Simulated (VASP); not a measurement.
A run of VASP 6.6.1 is set up as follows.

File INCAR:

```
SYSTEM = BAs
PREC = Accurate ; ENCUT = 500
EDIFF = 1E-6 ; ISMEAR = 0
SIGMA = 0.02 ; LREAL = .False.
LASPH = .True. ; NELM = 120
ALGO = Normal ; ISIF = 2
LWAVE = .False. ; LCHARG = .False.
GGA = PE ; NBANDS = 11
GGA_COMPAT = .False.
```

The input KPOINTS:

```
Automatic mesh
0
Gamma
  10 10 10
  0 0 0
```

The input POSCAR:

```
BAs
1.0
    0.0000000000      2.4046291210      2.4046291210
    2.4046291210      0.0000000000      2.4046291210
    2.4046291210      2.4046291210      0.0000000000
B As
1 1
Direct
    0.0000000000      0.0000000000      0.0000000000
    0.2500000000      0.2500000000      0.2500000000
```

Potentials or basis: VASP PAW PBE potentials, release 64 (B, As).

Command:

```console
$ cat potpaw_PBE.64/B/POTCAR potpaw_PBE.64/As/POTCAR > POTCAR
$ mpirun -np 1 vasp_std > vasp.out
```

(1) What does it give for the band gap on the k mesh?

(2) What does it give for the pressure?

## Answers

(1) 1.20 eV (least direct gap 3.25 eV).

(2) 0.6 GPa.
